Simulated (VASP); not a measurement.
# TePb: relaxation of cell and atoms with revPBE

The system is TePb.

```
CELL_PARAMETERS angstrom
4.00229 0.00000 0.00000
0.00000 4.00229 0.00000
0.00000 0.00000 4.00229
ATOMIC_POSITIONS crystal
Pb 0.00000 0.00000 0.00000
Te 0.50000 0.50000 0.50000
```

```yaml
Program: VASP 6.6.1
Task: relaxation of cell and atoms
Functional: revPBE
Potentials_or_basis: VASP PAW PBE potentials, release 64 (Pb_d, Te)
Cutoff: 600 eV
k_mesh: 7 × 7 × 7
Occupations: fermi-dirac, width 0.05 eV
Spin: no spin polarisation
Dipole_correction: no
Further_INCAR_settings: ALGO = Normal; EDIFF = 1e-06; IBRION = 2; EDIFFG = -0.01; NSW = 60; ISIF = 3
```

```yaml
Relaxed_volume: 32.94 Å³/atom
Relaxed_cell: a = 4.039 Å, b = 4.039 Å, c = 4.039 Å, α = 90.00°, β = 90.00°, γ = 90.00°
Space_group_after_relaxing_to_0.1_Å: Pm-3m (No. 221)
Energy_gained_by_relaxing: 2.9 meV/atom
Ionic_steps: 3
Pressure_after_relaxing: 0.0 GPa
Band_gap_on_the_k_mesh: zero (bands 10 and 11 overlap by 0.70 eV)
```

Step by step:
```
step  energy change (eV)  largest force (eV/Å)  pressure (GPa)  volume (Å³)
   1              0.0000                0.0000            1.09        64.11
   2             -0.0058                0.0000           -0.15        66.15
   3             -0.0059                0.0000            0.00        65.88
```

Final structure:
```yaml
crystal:
  lattice:
    - [4.03879, 0.00000, 0.00000]
    - [0.00000, 4.03879, 0.00000]
    - [0.00000, 0.00000, 4.03879]
  atoms:
    - { symbol: Pb, position: [0.00000, 0.00000, 0.00000] }
    - { symbol: Te, position: [0.50000, 0.50000, 0.50000] }
```

Levels at points of the mesh, in eV from the Fermi level:
| k point | band 6 | band 7 | band 8 | band 9 | band 10 | band 11 | band 12 | band 13 | band 14 |
| --- | --- | --- | --- | --- | --- | --- | --- | --- | --- |
| (0.00, 0.00, 0.00) | -11.99 | -6.86 | -1.52 | -1.52 | -1.52 | 4.04 | 4.04 | 5.07 | 5.07 |

Wall time 57 s on 1 thread of Intel Xeon 8259CL, with other jobs on the host, peak memory 0.2 GiB.

Caveat: semilocal functionals underestimate gaps, so a narrow gap can read as zero; the PAW data sets were made with another functional, which shifts forces and pressure a little; spin-orbit coupling is left out, which moves the levels of the heavy elements.
